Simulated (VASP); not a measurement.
Write the native input for VASP 6.6.1 that does the following.

- Task: single point
- Functional: PBE
- Potentials or basis: VASP PAW PBE potentials, release 64 (Zr_sv, Mo_sv, C)
- Cutoff: 600 eV
- k mesh: 6 × 6 × 6
- Occupations: fermi-dirac, width 0.05 eV
- Spin: no spin polarisation
- Dipole correction: no
- Further INCAR settings: ALGO = Normal; EDIFF = 1e-06; NBANDS = 35

The structure of Zr3MoC lies in POSCAR:

```
Zr3MoC
1.0
    4.9425100000      0.0000000000      0.0000000000
    0.0000000000      4.9425100000      0.0000000000
    0.0000000000      0.0000000000      4.9425100000
Zr Mo C
3 1 1
Direct
    0.4904490000      0.0031080000      0.0075950000
   -0.0009320000      0.4976480000      0.0043650000
   -0.0009370000      0.0061110000      0.4982960000
   -0.0027400000     -0.0004710000     -0.0060460000
    0.4931810000      0.5076450000      0.5003340000
```

This cell differs from its parent crystal: atoms moved at random.

These files were run (other wordings do the same):

INCAR

```
PREC = Accurate ; ENCUT = 600
EDIFF = 1E-6 ; ISMEAR = -1
SIGMA = 0.05 ; LREAL = F
LASPH = T ; NELM = 120
ALGO = Normal ; ISIF = 2
LWAVE = F ; LCHARG = F
GGA = PE ; NBANDS = 35
GGA_COMPAT = F
```

KPOINTS

```
Automatic mesh
0
Gamma
  6 6 6
```

Potentials or basis: VASP PAW PBE potentials, release 64 (Zr_sv, Mo_sv, C).

The run is started by

```console
$ cat potpaw_PBE.64/Zr_sv/POTCAR potpaw_PBE.64/Mo_sv/POTCAR potpaw_PBE.64/C/POTCAR > POTCAR
$ mpirun -np 1 vasp_std > vasp.out
```

Results of the run:

```
Pressure               : 0.0 GPa
Largest force          : 0.476 eV/Å
Band gap on the k mesh : zero (bands 27 and 28 overlap by 0.72 eV)
```

Caveat: the cell differs from its parent crystal (atoms moved at random).

Wall time 5.2 min on 1 thread of Intel(R) Xeon(R) 6975P-C (Granite Rapids), on a shared host, peak memory 0.62 GiB.
